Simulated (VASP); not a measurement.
**MgF2: single point with PBE+D3(BJ)**

The system is MgF2, a slab with vacuum.

```
F Mg
1.0
     6.15247    0.00000    0.00000
     0.00000    6.58766    0.00000
     0.00000    0.00000   26.12818
F Mg
16 8
Direct
  0.00000 0.00000 0.30618
  0.50000 0.00000 0.30618
  0.25000 0.30311 0.35582
  0.75000 0.30311 0.35582
  0.25000 0.69689 0.35582
  0.75000 0.69689 0.35582
  0.00000 0.00000 0.40546
  0.50000 0.00000 0.40546
  0.00320 0.50422 0.43218
  0.49700 0.50414 0.43216
  0.25035 0.81113 0.48854
  0.75002 0.81059 0.48421
  0.25025 0.19035 0.48584
  0.75020 0.19372 0.48159
  0.99371 0.49225 0.53141
  0.50656 0.49222 0.53140
  0.00000 0.50000 0.35582
  0.50000 0.50000 0.35582
  0.25000 0.00000 0.35582
  0.75000 0.00000 0.35582
  0.00007 0.00120 0.47968
  0.50041 0.00138 0.47964
  0.25020 0.49992 0.48835
  0.75006 0.50371 0.48420
```

| Property | Result |
| --- | --- |
| Program | VASP 6.6.1 |
| Task | single point |
| Functional | PBE |
| Dispersion | D3(BJ) |
| Potentials or basis | VASP PAW PBE potentials, release 64 (F, Mg) |
| Cutoff | 520 eV |
| k mesh | 3 × 3 × 1 |
| Occupations | gaussian, width 0.05 eV |
| Spin | no spin polarisation |
| Dipole correction | yes |
| Further INCAR settings | ALGO = Normal; EDIFF = 1e-06; NBANDS = 82; NELMDL = -8 |

The largest force is 1.545 eV/Å and the band gap on the k mesh is 4.98 eV. The dispersion energy per atom is -0.100 eV.

Forces in eV/Å, atoms in the order of the input:
```
F   -0.005  0.003  0.841
F    0.005  0.003  0.842
F    0.000  0.750 -0.416
F    0.001  0.785 -0.387
F    0.000 -0.739 -0.451
F    0.000 -0.771 -0.410
F    0.086 -0.037  0.333
F   -0.084 -0.036  0.325
F   -0.006  0.012 -0.069
F    0.006  0.012 -0.066
F   -0.006  0.162  0.048
F    0.007  0.257  0.245
F   -0.005 -0.180  0.076
F    0.003 -0.338  0.248
F    0.128  0.093 -0.269
F   -0.127  0.092 -0.263
Mg   0.050  0.018  1.236
Mg  -0.050  0.018  1.233
Mg   0.000 -0.008 -1.545
Mg   0.000 -0.001 -1.518
Mg   0.012  0.073 -0.368
Mg  -0.017  0.070 -0.360
Mg  -0.007 -0.026  0.234
Mg   0.008 -0.210  0.460
```

Levels at points of the mesh, in eV from the valence-band top:
| k point | band 62 | band 63 | band 64 | band 65 | band 66 | band 67 |
| --- | --- | --- | --- | --- | --- | --- |
| (0.00, 0.00, 0.00) | -0.21 | -0.09 | 0.00 | 4.98 | 5.69 | 7.70 |

Wall time 31 min on 1 thread of Intel(R) Xeon(R) Platinum 8259CL CPU @ 2.50GHz (Skylake/Cascade Lake), with other jobs on the host, peak memory 1 GiB.
